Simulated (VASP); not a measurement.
Set up this calculation in VASP 6.6.1, as the native input.

```
Task                   : single point
Functional             : PBE
Potentials or basis    : VASP PAW PBE potentials, release 64 (Al, W_sv)
Cutoff                 : 520 eV
k mesh                 : 6 × 6 × 8
Occupations            : gaussian, width 0.1 eV
Spin                   : no spin polarisation
Dipole correction      : no
Further INCAR settings : ALGO = Fast; EDIFF = 1e-06; NBANDS = 25
```

The structure of Al6W lies in POSCAR:

```
Al6W
1.0
    5.5281881772      0.0000000000      0.0000000000
    0.0000000000      5.5281881772      0.0000000000
    0.0000000000      0.0000000000      3.6508725917
Al W
6 1
Direct
    0.7593822893      0.7593822893      0.0000000000
    0.2406177107      0.2406177107      0.0000000000
    0.2406177107      0.7593822893      0.0000000000
    0.7593822893      0.2406177107      0.0000000000
    0.5000000000      0.0000000000      0.5000000000
    0.0000000000      0.5000000000      0.5000000000
    0.5000000000      0.5000000000      0.5000000000
```

This cell differs from its parent crystal: volume scaled by 0.94, then relaxed in part.

These files were run (other wordings do the same):

INCAR

```
SYSTEM = Al6W
PREC = Accurate
ENCUT = 520
EDIFF = 1E-6
ISMEAR = 0
SIGMA = 0.1
LREAL = .FALSE.
LASPH = .TRUE.
NELM = 100
ALGO = Fast
ISIF = 2
LWAVE = .FALSE.
LCHARG = .FALSE.
GGA = PE
NBANDS = 25
```

KPOINTS

```
Automatic mesh
0
G
  6 6 8
  0 0 0
```

Potentials or basis: VASP PAW PBE potentials, release 64 (Al, W_sv).

Run with:

```bash
$ cat potpaw_PBE.64/Al/POTCAR potpaw_PBE.64/W_sv/POTCAR > POTCAR
$ mpirun -np 1 vasp_std > vasp.out
```

Results of the run:

```
Pressure               : 7.6 GPa
Band gap on the k mesh : zero (band 16 reaches 9.54 eV, above the bottom of band 17 at 7.63 eV)
```

Caveat: spin-orbit coupling is left out, which moves the levels of the heavy elements.

Wall time 3.1 min on 1 thread of Intel(R) Xeon(R) Platinum 8375C CPU @ 2.90GHz (Ice Lake), on a shared host, peak memory 0.29 GiB.
